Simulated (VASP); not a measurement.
Here is a VASP 6.6.1 calculation.

Contents of INCAR:

```
SYSTEM = CdTe
PREC = Accurate
ENCUT = 520
EDIFF = 1E-6
ISMEAR = 0
SIGMA = 0.05
LREAL = .FALSE.
LASPH = .TRUE.
NELM = 150
ALGO = Normal
ISIF = 2
LWAVE = .FALSE.
LCHARG = .TRUE.
ISPIN = 2
MAGMOM = 0.5 0.5
LORBIT = 11
GGA = PE
LELF = .TRUE.
LVHAR = .TRUE.
NBANDS = 20
```

The input KPOINTS:

```
regular mesh
0
G
  1 1 14
  0 0 0
```

File POSCAR:

```
CdTe
1.0
   10.2000000000      0.0000000000      0.0000000000
    0.0000000000      9.3000000000      0.0000000000
    0.0000000000      0.0000000000      4.6419588315
Cd Te
1 1
Direct
    0.4431132496      0.5000000000      0.0000000000
    0.5568867504      0.5000000000      0.5000000000
```

Potentials or basis: VASP PAW PBE potentials, release 64 (Cd, Te).

Run with:

```bash
$ cat potpaw_PBE.64/Cd/POTCAR potpaw_PBE.64/Te/POTCAR > POTCAR
$ mpirun -np 1 vasp_std > vasp.out
```

Estimate the largest force.

0.351 eV/Å.

Predict the band gap on the k mesh.

1.69 eV.

Predict the net moment.

0.00 μB per cell.

Forces in eV/Å, atoms in the order of the input:
```
Cd  -0.351  0.000  0.000
Te   0.351  0.000  0.000
```

Caveat: spin-orbit coupling is left out, which moves the levels of the heavy elements.
